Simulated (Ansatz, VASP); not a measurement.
# Two plane-wave programs on ZrAl5N6

```xyz
12
Lattice="2.9370 0.0000 0.0000 -1.4685 2.5435 0.0000 0.0000 0.0000 14.6214" Properties=species:S:1:pos:R:3 pbc="T T T"
Zr    0.0000    0.0000    0.0000
Al    1.4685    0.8478    2.6177
Al    0.0000    1.6957    4.9670
Al    0.0000    0.0000    7.3107
Al    1.4685    0.8478    9.6544
Al    0.0000    1.6957   12.0037
N     1.4685    0.8478   13.1254
N     0.0000    1.6957    1.4960
N     0.0000    0.0000    3.7977
N     1.4685    0.8478    6.1393
N     0.0000    1.6957    8.4822
N     0.0000    0.0000   10.8238
```

Alike in both runs: task relaxation of cell and atoms; functional PBE; k mesh 6 × 6 × 2; occupations gaussian, width 0.1 eV; no spin polarisation.

|  | VASP | Ansatz |
| --- | --- | --- |
| version | VASP 6.6.1 | Ansatz 0.2.0 |
| potentials or method | VASP PAW PBE potentials, release 64 (Zr_sv, Al, N), cutoff 600 eV | scalar-relativistic, plane waves, PAW |
| valence electrons in the cell | 57 | 57 |

```tsv
	VASP	Ansatz	Ansatz less VASP
gap on the k mesh at the Fermi level, each at its own relaxed structure (eV)	none	none	-
relaxed volume (Å³/atom)	9.10	9.10	0.000
relaxed cell length with the largest relative difference (Å)	2.937	2.937	0.0000
```

A gap of «none» marks a metal or a gap that the smearing closes.

The k mesh is coarse, so the values compare programs but aren't converged. Noted on VASP's run: the relaxation stopped at its first step, so nothing moved.
